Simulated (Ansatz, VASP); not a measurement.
# One calculation of Hg, two programs

Contents of INCAR:

```
ALGO     = Normal         # electronic algorithm
EDIFF    = 1E-6           # SCF threshold, eV
ENCUT    = 520            # plane-wave cutoff, eV
GGA      = PE             # functional
ISIF     = 2              # what is computed and relaxed
ISMEAR   = 0              # smearing method
LASPH    = T              # aspherical terms in the spheres
LCHARG   = T              # write CHGCAR
LELF     = T              # ELF
LREAL    = F              # projectors in reciprocal space
LVHAR    = T            
LWAVE    = F              # write WAVECAR
NBANDS   = 12             # bands
NELM     = 80             # most SCF steps
PREC     = Accurate       # precision mode
SIGMA    = 0.02           # smearing width, eV
```

Contents of KPOINTS:

```
k-points
0
Gamma
  10 10 4
```

Contents of POSCAR:

```
Hg
1.0
    3.4702399927      0.0139061331     -0.1226852523
    1.7455613538      3.0734917500      0.0564618767
   -0.2957729756      2.3014040239      9.2678276077
Hg
1
Direct
    0.5000000000      0.0000000000      0.0000000000
```

Input for Ansatz:

```yaml
crystal:
  lattice:
    - [3.4702399927, 0.0139061331, -0.1226852523]
    - [1.7455613538, 3.07349175, 0.0564618767]
    - [-0.2957729756, 2.3014040239, 9.2678276077]
  atoms:
    - { symbol: Hg, position: [0.5, 0.0, 0.0] }
basis:
  ecutwfc: 420
kpoints:
  mp_grid: { grid: [10, 10, 4] }
hamiltonian:
  xc: pbe
scf:
  occupations: { method: gaussian, width: 0.02 }
output:
  forces: true
  stress: true
  eigenvalues: true
  populations: true
```

Alike in both runs: task single point; functional PBE; k mesh 10 × 10 × 4; occupations gaussian, width 0.02 eV; no spin polarisation.

|  | VASP | Ansatz |
| --- | --- | --- |
| version | VASP 6.6.1 | Ansatz 0.2.0 |
| potentials or method | VASP PAW PBE potentials, release 64 (Hg), cutoff 520 eV | scalar-relativistic, plane waves, PAW |
| valence electrons in the cell | 12 | 20 |

Ansatz gave:

| Quantity | Value |
| --- | --- |
| gap on the k mesh at the Fermi level (eV) | 1.76 |
| least direct gap on the mesh (eV) | 2.11 |
| pressure (GPa) | 0.0 |
| traceless stress, the component that is largest in VASP (GPa) | -0.05 |

Q: What did VASP give for the same quantities?

A: gap on the k mesh at the Fermi level (eV): 1.77; least direct gap on the mesh (eV): 2.12; pressure (GPa): 0.0; traceless stress, the component that is largest in VASP (GPa): -0.07.

VASP's potentials hold 12 valence electrons a cell and Ansatz's 20, so a difference there can come from the potentials and not from the codes.

Spin-orbit coupling is off throughout.
